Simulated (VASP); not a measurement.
# Zn2Si2N (Cmmm) in VASP: notebook, part 2 of 2

VASP 6.6.1.

## Step 3: Single point, PBE, collinear spin, ferromagnetic start

Contents of INCAR:

```
ALGO = Normal
EDIFF = 1E-7
ENCUT = 520
GGA = PE
ISIF = 2
ISMEAR = 0
ISPIN = 2
LASPH = True
LCHARG = True
LELF = True
LORBIT = 11
LREAL = False
LVHAR = True
LWAVE = False
MAGMOM = 0 0 0 0 1
NBANDS = 30
NELM = 150
PREC = Accurate
SIGMA = 0.1
```

Contents of KPOINTS:

```
k-points
0
Gamma
  4 4 6
```

Contents of POSCAR:

```
Zn2Si2N
1.0
    3.0999773200     -3.2217621300      0.0000000000
    3.0999773200      3.2217621300      0.0000000000
    0.0000000000      0.0000000000      3.3720711300
Zn Si N
2 2 1
Direct
    0.2575284600      0.2575284600      0.0000000000
    0.7424715400      0.7424715400      0.0000000000
    0.7540840100      0.2459159900      0.5000000000
    0.2459159900      0.7540840100      0.5000000000
    0.5000000000      0.5000000000      0.0000000000
```

Potentials or basis: VASP PAW PBE potentials, release 64 (Zn, Si, N).

The run is started by

```console
$ cat potpaw_PBE.64/Zn/POTCAR potpaw_PBE.64/Si/POTCAR potpaw_PBE.64/N/POTCAR > POTCAR
$ mpirun -np 1 vasp_std > vasp.out
```

OUTCAR:

```text
EDIFF = 1E-7
   ENCUT = 520
   GGA = PE
   ISIF = 2
   ISMEAR = 0
   ISPIN = 2
   LASPH = True
   LORBIT = 11
   LREAL = False
   NELM = 150
   PREC = Accurate

 ion  position               nearest neighbor table
   1  0.258  0.258  0.000-   5 1.50   4 2.79   3 2.79   3 2.79   4 2.79   4 2.81   4 2.81   3 2.81
                             3 2.81   2 3.01
   2  0.742  0.742  0.000-   5 1.50   4 2.79   3 2.79   3 2.79   4 2.79   4 2.81   3 2.81   3 2.81
                             4 2.81   1 3.01
   3  0.754  0.246  0.500-   5 2.35   5 2.35   1 2.79   1 2.79   2 2.79   2 2.79   1 2.81   1 2.81
                             2 2.81   2 2.81   4 3.10   4 3.10
   4  0.246  0.754  0.500-   5 2.35   5 2.35   1 2.79   1 2.79   2 2.79   2 2.79   1 2.81   1 2.81
                             2 2.81   2 2.81   3 3.10   3 3.10
   5  0.500  0.500  0.000-   1 1.50   2 1.50   3 2.35   4 2.35   3 2.35   4 2.35

  LATTYP: Found a base centered orthorhombic cell.
 ALAT       =     6.1999546400
 B/A-ratio  =     1.0392857100
 C/A-ratio  =     0.5438864195

  Lattice vectors:

 A1 = (   3.0999773200,  -3.2217621300,   0.0000000000)
 A2 = (   3.0999773200,   3.2217621300,   0.0000000000)
 A3 = (   0.0000000000,   0.0000000000,   3.3720711300)

Analysis of symmetry for initial positions (statically):
=====================================================================
 Subroutine PRICEL returns:
 Original cell was already a primitive cell.

 Routine SETGRP: Setting up the symmetry group for a
 base centered orthorhombic supercell.

 Subroutine GETGRP returns: Found  8 space group operations
 (whereof  8 operations were pure point group operations)
 out of a pool of  8 trial point group operations.

The static configuration has the point symmetry D_2h.

Analysis of symmetry for dynamics (positions and initial velocities):
=====================================================================
 Subroutine PRICEL returns:
 Original cell was already a primitive cell.

 Routine SETGRP: Setting up the symmetry group for a
 base centered orthorhombic supercell.

 Subroutine GETGRP returns: Found  8 space group operations
 (whereof  8 operations were pure point group operations)
 out of a pool of  8 trial point group operations.

The dynamic configuration has the point symmetry D_2h.

Analysis of structural, dynamic, and magnetic symmetry:
=====================================================================
 Subroutine PRICEL returns:
 Original cell was already a primitive cell.

 Routine SETGRP: Setting up the symmetry group for a
 base centered orthorhombic supercell.

 Subroutine GETGRP returns: Found  8 space group operations
 (whereof  8 operations were pure point group operations)
 out of a pool of  8 trial point group operations.

The overall configuration has the point symmetry D_2h.

 Subroutine INISYM returns: Found  8 space group operations
 (whereof  8 operations are pure point group operations),
 and found     1 'primitive' translations

----------------------------------------------------------------------------------------

                                     Primitive cell

  volume of cell :      67.3564

  direct lattice vectors                    reciprocal lattice vectors
     3.099977320 -3.221762130  0.000000000     0.161291503 -0.155194574  0.000000000
[... 97 lines left out ...]
   NFREE  =      0    steps in history (QN), initial steepest desc. (CG)
   ISIF   =      2    stress and relaxation
   ISYM   =      2    0-nonsym 1-usesym 2-fastsym
   POTIM  = 0.5000    time-step for ionic-motion
   TEBEG  =    0.0;   TEEND  =   0.0 temperature during run
   PSTRESS=    0.0 pullay stress
   NELECT =      37.0000    total number of electrons
   NUPDOWN=      -1.0000    fix difference up-down
   EMIN   =  10.00;   EMAX   =-10.00  energy-range for DOS
   EFERMI =   0.00;   METHOD = LEGACY
   ISMEAR =     0;   SIGMA  =   0.10  broadening in eV -4-tet -1-fermi 0-gaus
   EFERMI_NEDOS =   21; number of points for ismear=-14 and -15
   IALGO  =     38    algorithm
   IMIX   =      4    mixing-type and parameters
     AMIX     =   0.40;   BMIX     =  1.00
     AMIX_MAG =   1.60;   BMIX_MAG =  1.00
  volume/ion in A,a.u.               =      13.47        90.91
  Fermi-wavevector in a.u.,A,eV,Ry     =   1.340754  2.533658 24.458130  1.797622
  Thomas-Fermi vector in A             =   2.469042
   LORBIT       =     11    0 simple, 1 ext, 2 COOP (PROOUT), +10 PAW based schemes
   GGA     = PE    functional components
   LHFCALC =     F    Hartree Fock is set to
   AEXX    =    0.0000 exact exchange contribution
   IVDW    =     0    specifies the selected vdW correction
   LEPSILON=     F    determine dielectric tensor
   LRPA    =     F    only Hartree local field effects (RPA)
 spin polarized calculation
 Gauss-broadening in eV      SIGMA  =   0.10
  energy-cutoff  :      520.00
  volume of cell :       67.36
 maximum number of plane-waves:      1832
 NGX is ok and might be reduce to    36
   NGX = 17   NGY = 17   NGZ = 13

 number of electron      36.9999967 magnetization      -0.0001440

 number of electron      36.9999967 magnetization       0.0000056

 Free energy of the ion-electron system (eV)
  ---------------------------------------------------
  ext. energy  EPLUGINS =         0.00000000
  ---------------------------------------------------
  free energy    TOTEN  =       -12.95723280 eV

  energy without entropy =      -12.94954532  energy(sigma->0) =      -12.95338906

 E-fermi :   6.5657     XC(G=0): -11.3265

 val. band max:        6.5587660758   @ k =   0.2500   0.2500   0.1667
 cond. band min:       6.6678118304   @ k =   0.5000   0.0000   0.0000
 fundamental gap:      0.1090457546
 Fermi energy:         6.5657334354

 spin component 1

 k-point     1 :       0.0000    0.0000    0.0000
  band No.  band energies     occupation
      1     -11.9309      1.00000
      2      -4.3701      1.00000
      3      -4.0935      1.00000
      4      -3.8728      1.00000
      5      -2.7550      1.00000
      6      -1.6394      1.00000
[... 781 lines left out ...]
     29      19.0493      0.00000
     30      19.2728      0.00000

 [... further k-points ...]

 spin component 2

 k-point     1 :       0.0000    0.0000    0.0000
  band No.  band energies     occupation
      1     -11.9308      1.00000
      2      -4.3700      1.00000
      3      -4.0935      1.00000
      4      -3.8728      1.00000
      5      -2.7550      1.00000
      6      -1.6394      1.00000
[... 781 lines left out ...]
     29      19.0493      0.00000
     30      19.2728      0.00000

 [... further k-points ...]

------------------------ aborting loop because EDIFF is reached ----------------------------------------

  FORCE on cell =-STRESS in cart. coord.  units (eV):
  Direction    XX          YY          ZZ          XY          YZ          ZX
  --------------------------------------------------------------------------------------
  -------------------------------------------------------------------------------------
  Total       49.1127056      4.3606778      0.7819223     -0.0000000      0.0000000      0.0000000
  in kB     1168.2229421    103.7255788     18.5992519     -0.0000000      0.0000000      0.0000000
  external PRESSURE =     430.1825909 kB  Pullay stress =       0.0000000 kB

 VOLUME and BASIS-vectors are now :
 -----------------------------------------------------------------------------
  energy-cutoff  :      520.00
  volume of cell :       67.36
      direct lattice vectors                 reciprocal lattice vectors
     3.099977320 -3.221762130  0.000000000     0.161291503 -0.155194574  0.000000000
     3.099977320  3.221762130  0.000000000     0.161291503  0.155194574  0.000000000
     0.000000000  0.000000000  3.372071130     0.000000000  0.000000000  0.296553650

 POSITION                                       TOTAL-FORCE (eV/Angst)
 -----------------------------------------------------------------------------------
      1.59666      0.00000      0.00000       -17.213490      0.000000      0.000000
      4.60329      0.00000      0.00000        17.213490      0.000000      0.000000
      3.09998     -1.63720      1.68604        -0.000000     -1.590541      0.000000
      3.09998      1.63720      1.68604        -0.000000      1.590541      0.000000
      3.09998      0.00000      0.00000        -0.000000      0.000000      0.000000
 -----------------------------------------------------------------------------------
    total drift:                                0.000000      0.000000      0.000000

  FREE ENERGIE OF THE ION-ELECTRON SYSTEM (eV)
  ---------------------------------------------------
  free  energy   TOTEN  =       -12.9572328008 eV

  energy  without entropy=      -12.9495453225  energy(sigma->0) =      -12.95338906

 total charge

# of ion       s       p       d       tot
------------------------------------------
    1        0.726   0.803   9.923  11.453
    2        0.726   0.803   9.923  11.453
    3        0.904   0.621   0.000   1.526
    4        0.904   0.621   0.000   1.526
    5        1.345   2.601   0.000   3.947
--------------------------------------------------
tot          4.607   5.450  19.847  29.904

 magnetization (x)

# of ion       s       p       d       tot
------------------------------------------
    1        0.000   0.000   0.000   0.000
    2        0.000   0.000   0.000   0.000
    3       -0.000  -0.000   0.000  -0.000
    4       -0.000  -0.000   0.000  -0.000
    5       -0.000   0.000   0.000   0.000
--------------------------------------------------
tot         -0.000   0.000   0.000   0.000
```

OSZICAR:

```text
N       E                     dE             d eps       ncg     rms          rms(c)
DAV:   1     0.255696404057E+03    0.25570E+03   -0.17023E+04  3360   0.155E+03
DAV:   2     0.121721433355E+02   -0.24352E+03   -0.22867E+03  3410   0.349E+02
DAV:   3    -0.152440516275E+02   -0.27416E+02   -0.26793E+02  3890   0.111E+02
DAV:   4    -0.159852568098E+02   -0.74121E+00   -0.73903E+00  3952   0.180E+01
DAV:   5    -0.159925941856E+02   -0.73374E-02   -0.73367E-02  3804   0.191E+00    0.277E+01
DAV:   6    -0.130846183738E+02    0.29080E+01   -0.10334E+01  4984   0.597E+01    0.129E+01
DAV:   7    -0.129991683305E+02    0.85450E-01   -0.33205E+00  3752   0.126E+01    0.934E+00
DAV:   8    -0.129771710463E+02    0.21997E-01   -0.42300E-01  4728   0.552E+00    0.177E+00
DAV:   9    -0.129562035165E+02    0.20968E-01   -0.54202E-02  4570   0.466E+00    0.713E-01
DAV:  10    -0.129575092401E+02   -0.13057E-02   -0.16858E-02  3984   0.785E-01    0.209E-01
DAV:  11    -0.129572164661E+02    0.29277E-03   -0.15741E-03  4820   0.542E-01    0.712E-02
DAV:  12    -0.129572310090E+02   -0.14543E-04   -0.28720E-04  4186   0.169E-01    0.312E-02
DAV:  13    -0.129572322157E+02   -0.12067E-05   -0.27836E-05  3946   0.333E-02    0.175E-02
DAV:  14    -0.129572327745E+02   -0.55882E-06   -0.34224E-06  3852   0.120E-02    0.437E-03
DAV:  15    -0.129572328008E+02   -0.26309E-07   -0.44899E-07  3766   0.450E-03
   1 F= -.12957233E+02 E0= -.12953389E+02  d E =-.768748E-02  mag=     0.0000
```

Run time: 1.9 min. Hardware: 1 thread of Intel Xeon 8259CL, shared host; peak memory 0.26 GiB.

Results:

* Free energy: -12.9572 eV
* Pressure: 43.0 GPa
* Largest force: 17.213 eV/Å
* Net moment: 0.00 μB per cell
* Valence electrons inside the program's atomic spheres: Zn 11.45; Si 1.53; N 3.95

Forces in eV/Å, atoms in the order of the input:
```
Zn  -17.213   0.000   0.000
Zn   17.213   0.000   0.000
Si    0.000  -1.591   0.000
Si    0.000   1.591   0.000
N     0.000   0.000   0.000
```

Stress tensor (GPa, compression positive):
```
116.82   0.00   0.00
  0.00  10.37   0.00
  0.00   0.00   1.86
```

Caveat: the stress differs along the axes, from 2 to 117 GPa; forces of over 1 eV/Å act on the atoms, so gaps and moduli don't describe the material at rest.

## Step 4: Single point, PBE, collinear spin, ferromagnetic start

This run uses another cell than the first one, of 15.53 Å³/atom.

Contents of INCAR:

```
  PREC = Accurate
  ENCUT = 520
  EDIFF = 1E-6
  ISMEAR = 0
  SIGMA = 0.1
  LREAL = F
  LASPH = T
  NELM = 150
  ALGO = Normal
  ISIF = 2
  LWAVE = F
  LCHARG = F
  ISPIN = 2
  MAGMOM = 0 0 0 0 1
  LORBIT = 11
  GGA = PE
  NBANDS = 30
```

Contents of KPOINTS:

```
Automatic mesh
0
Gamma
  4 4 6
```

Contents of POSCAR:

```
Zn2Si2N
1.0
    3.0027541462     -4.9002005411      0.0000000000
    3.0027541462      4.9002005411      0.0000000000
    0.0000000000      0.0000000000      2.6385418042
Zn Si N
2 2 1
Direct
    0.8350104343      0.1649895657      0.0000000000
    0.1649895657      0.8350104343      0.0000000000
    0.7269356663      0.7269356663      0.5000000000
    0.2730643337      0.2730643337      0.5000000000
    0.5000000000      0.5000000000      0.0000000000
```

The run is started by

```console
$ cat potpaw_PBE.64/Zn/POTCAR potpaw_PBE.64/Si/POTCAR potpaw_PBE.64/N/POTCAR > POTCAR
$ mpirun -np 1 vasp_std > vasp.out
```

Run time: 2.1 min. Hardware: 1 thread of Intel Xeon 8259CL, shared host; peak memory 0.29 GiB.

Results (log left out):

```
Free energy                                           : -19.6816 eV
Pressure                                              : 0.1 GPa
Largest force                                         : 0.025 eV/Å
Net moment                                            : 0.00 μB per cell
Valence electrons inside the program's atomic spheres : Zn 10.73; Si 1.55; N 3.79
```

Forces on the atoms (eV/Å):
```
Zn   0.000  0.011  0.000
Zn   0.000 -0.011  0.000
Si  -0.025  0.000  0.000
Si   0.025  0.000  0.000
N    0.000  0.000  0.000
```

Stress tensor (GPa, compression positive):
```
-0.03  0.00  0.00
 0.00  0.09  0.00
 0.00  0.00  0.14
```

Levels at points of the mesh, in eV from the Fermi level:
Spin up:
```csv
k point,band 15,band 16,band 17,band 18,band 19,band 20,band 21,band 22,band 23,band 24
"(0.00, 0.00, 0.00)",-4.00,-3.64,-3.31,-2.97,-2.11,1.86,2.45,5.61,6.68,7.09
"(0.50, 0.00, 0.00)",-5.98,-4.91,-3.64,-1.36,0.47,0.79,3.63,4.58,4.60,7.59
"(0.50, 0.50, 0.00)",-3.64,-3.53,-2.80,-1.40,-0.78,2.18,2.62,2.88,4.79,6.49
"(0.00, 0.00, 0.50)",-3.72,-3.30,-3.19,-0.65,2.02,2.03,2.03,2.07,2.26,2.34
"(0.50, 0.00, 0.50)",-3.44,-1.91,-1.36,-1.13,-0.55,0.32,0.54,1.68,2.97,5.01
"(0.50, 0.50, 0.50)",-3.63,-3.55,-3.22,-2.42,0.48,1.36,2.80,4.10,4.42,4.67
```
Spin down:
```
           k point  band 16  band 17  band 18  band 19  band 20  band 21  band 22  band 23
(0.00, 0.00, 0.00)    -3.64    -3.31    -2.97    -2.11     1.86     2.45     5.61     6.68
(0.50, 0.00, 0.00)    -4.91    -3.64    -1.36     0.47     0.79     3.63     4.58     4.60
(0.50, 0.50, 0.00)    -3.53    -2.80    -1.40    -0.78     2.18     2.62     2.88     4.79
(0.00, 0.00, 0.50)    -3.30    -3.19    -0.65     2.02     2.03     2.03     2.07     2.26
(0.50, 0.00, 0.50)    -1.91    -1.36    -1.13    -0.55     0.32     0.54     1.68     2.97
(0.50, 0.50, 0.50)    -3.55    -3.22    -2.42     0.48     1.36     2.80     4.10     4.42
```

Caveat: the k points lie up to 0.40 Å⁻¹ apart.

## Step 5: Single point, PBE

This run uses another cell than the first one, of 16.11 Å³/atom.

Contents of INCAR:

```
SYSTEM = Zn2Si2N
  PREC = Accurate
  ENCUT = 520
  EDIFF = 1E-6
  ISMEAR = 0
  SIGMA = 0.1
  LREAL = .FALSE.
  LASPH = .TRUE.
  NELM = 100
  ALGO = Normal
  ISIF = 2
  LWAVE = .FALSE.
  LCHARG = .TRUE.
  GGA = PE
  LELF = .TRUE.
  LVHAR = .TRUE.
  NBANDS = 26
```

Contents of KPOINTS:

```
Automatic mesh
0
G
  8 8 14
  0 0 0
```

Contents of POSCAR:

```
Zn2Si2N
1.0
    2.9727347934     -5.2601701791      0.0000000000
    2.9727347934      5.2601701791      0.0000000000
    0.0000000000      0.0000000000      2.5753638291
Zn Si N
2 2 1
Direct
    0.8331393156      0.1668606844      0.0000000000
    0.1668606844      0.8331393156      0.0000000000
    0.7289027340      0.7289027340      0.5000000000
    0.2710972660      0.2710972660      0.5000000000
    0.5000000000      0.5000000000      0.0000000000
```

The run is started by

```console
$ cat potpaw_PBE.64/Zn/POTCAR potpaw_PBE.64/Si/POTCAR potpaw_PBE.64/N/POTCAR > POTCAR
$ mpirun -np 1 vasp_std > vasp.out
```

It took 5.3 min on 1 thread of Intel Xeon 8259CL, shared host; peak memory 0.44 GiB.

The run converged. Its results:

```
Free energy            : -19.7891 eV
Pressure               : 0.1 GPa
Largest force          : 0.027 eV/Å
Band gap on the k mesh : zero (an odd number of electrons rules out a gap without spin polarisation)
```

Forces on the atoms (eV/Å):
```
Zn   0.000  0.012  0.000
Zn   0.000 -0.012  0.000
Si  -0.027  0.000  0.000
Si   0.027  0.000  0.000
N    0.000  0.000  0.000
```

Stress tensor (GPa, compression positive):
```
-0.01  0.00  0.00
 0.00  0.11  0.00
 0.00  0.00  0.16
```

Levels at points of the mesh, in eV from the Fermi level:
```
           k point  band 15  band 16  band 17  band 18  band 19  band 20  band 21  band 22  band 23  band 24
(0.00, 0.00, 0.00)    -4.20    -3.57    -3.50    -3.30    -2.28     1.85     1.86     5.36     5.78     6.22
(0.50, 0.00, 0.00)    -6.22    -5.25    -3.56    -2.00    -0.24     0.44     3.27     4.64     4.84     6.69
(0.50, 0.50, 0.00)    -4.07    -3.57    -2.88    -1.81    -1.03     0.98     2.02     2.48     4.11     6.17
(0.00, 0.00, 0.50)    -3.61    -3.45    -3.16    -0.90     1.86     1.89     1.98     2.22     2.44     2.57
(0.50, 0.00, 0.50)    -3.51    -1.79    -1.35    -1.12    -0.54     0.39     0.48     1.69     2.82     4.21
(0.50, 0.50, 0.50)    -3.64    -3.49    -3.18    -2.29     0.41     1.47     2.67     3.95     3.98     4.44
```

Caveat: an odd number of electrons without spin polarisation forces a metal; a magnetic or distorted state may lie lower.

## Step 6: Overview

```tsv
task	spin	cell	k mesh	cutoff (eV)	gap on the mesh (eV)	pressure (GPa)	moment (μB)	largest force (eV/Å)
relaxation of cell and atoms	off	relaxed from a = 4.471, b = 4.471, c = 3.372 Å, angles 90.0, 90.0, 92.2°, 5 atoms, atomic positions A	4 × 4 × 6	600	none	-0.1	-	0.01
single point	collinear, ferromagnetic start	a = 4.471, b = 4.471, c = 3.372 Å, angles 90.0, 90.0, 92.2°, 5 atoms, atomic positions A	4 × 4 × 6	520	none	43.0	0.00	17.21
single point	collinear, ferromagnetic start	a = 5.747, b = 5.747, c = 2.639 Å, angles 90.0, 90.0, 117.0°, 5 atoms, atomic positions B	4 × 4 × 6	520	none	0.1	0.00	0.03
single point	off	a = 6.042, b = 6.042, c = 2.575 Å, angles 90.0, 90.0, 121.1°, 5 atoms, atomic positions C	8 × 8 × 14	520	none	0.1	-	0.03
```

Alike in all rows: level PBE; potentials or basis VASP PAW PBE potentials, release 64 (Zn, Si, N); smearing gaussian 0.1 eV.

Caveats: some runs use coarse meshes; an odd number of electrons without spin polarisation forces a metal (at least some runs); a magnetic or distorted state may lie lower (at least some runs); a cell axis changed by over 15 % at a fixed basis, so the end point is rough (at least some runs); the stress differs along the axes, from 2 to 117 GPa (at least some runs); forces of over 1 eV/Å act on the atoms, so gaps and moduli don't describe the material at rest (at least some runs).

Absolute energies hang on the potentials; compare differences alone.

The gap in the log of VASP goes by the Fermi energy; the results here count the filled bands.